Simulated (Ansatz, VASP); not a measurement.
# One calculation of MgBe2Te2O, two programs

```
Mg Be Te O
1.0
     3.32000    0.00000    0.00000
     0.00000    3.32000    0.00000
     0.00000    0.00000   10.54701
Mg Be Te O
1 2 2 1
Direct
  0.00000 0.00000 0.00000
  0.50000 0.00000 0.56945
  0.00000 0.50000 0.43055
  0.50000 0.00000 0.33922
  0.00000 0.50000 0.66078
  0.50000 0.50000 0.00000
```

Change from the starting cell: species swapped into the Pr2FeSi2Ru type (P-4m2, No. 115).

Alike in both runs: functional PBE; k mesh 6 × 6 × 2; occupations gaussian, width 0.1 eV; no spin polarisation.

Ansatz relaxed the structure, and its values are those at the end. VASP's run is a single point on that final structure, the one shown.

|  | VASP | Ansatz |
| --- | --- | --- |
| version | VASP 6.6.1 | Ansatz 0.2.0 |
| potentials or method | VASP PAW PBE potentials, release 64 (Mg, Be, Te, O), cutoff 520 eV | scalar-relativistic, plane waves, PAW |
| valence electrons in the cell | 24 | 52 |

```csv
,VASP,Ansatz,Ansatz less VASP
gap on the k mesh at the Fermi level (eV),none,none,-
pressure (GPa),0.0,0.0,-0.05
rms of the force components (eV/Å),0.010,0.005,-0.0059
```

A gap of «none» marks a metal or a gap that the smearing closes. The functional is the same, so the differences come from potentials, cutoffs and numerics. VASP's potentials hold 24 valence electrons a cell and Ansatz's 52, so a difference there can come from the potentials and not from the codes.

Spin-orbit coupling is off throughout.
